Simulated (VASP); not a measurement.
Input of a VASP 6.6.1 run:

The input INCAR:

```
SYSTEM = TaC3
PREC = Accurate
ENCUT = 520
EDIFF = 1E-6
ISMEAR = 0
SIGMA = 0.1
LREAL = .False.
LASPH = .True.
NELM = 80
ALGO = Normal
ISIF = 2
LWAVE = .False.
LCHARG = .True.
GGA = PE
LELF = .True.
LVHAR = .True.
NBANDS = 20
```

KPOINTS

```
regular mesh
0
Gamma
  6 6 4
  0 0 0
```

File POSCAR:

```
TaC3
1.0
    3.8717925031      0.0000000000      0.0000000000
   -1.9358962515      3.3530706658      0.0000000000
    0.0000000000      0.0000000000      4.1832687421
Ta C
1 3
Direct
    0.0000000000      0.0000000000      0.0000000000
    0.3333333333      0.6666666667      0.0000000000
    0.6666666667      0.3333333333      0.0000000000
    0.0000000000      0.0000000000      0.5000000000
```

Potentials or basis: VASP PAW PBE potentials, release 64 (Ta_pv, C).

Launch:

```sh
$ cat potpaw_PBE.64/Ta_pv/POTCAR potpaw_PBE.64/C/POTCAR > POTCAR
$ mpirun -np 1 vasp_std > vasp.out
```

Predict the pressure.

0.4 GPa.

Stress tensor (GPa, compression positive):
```
0.48 0.00 0.00
0.00 0.48 0.00
0.00 0.00 0.33
```

Caveat: the k points lie up to 0.38 Å⁻¹ apart.
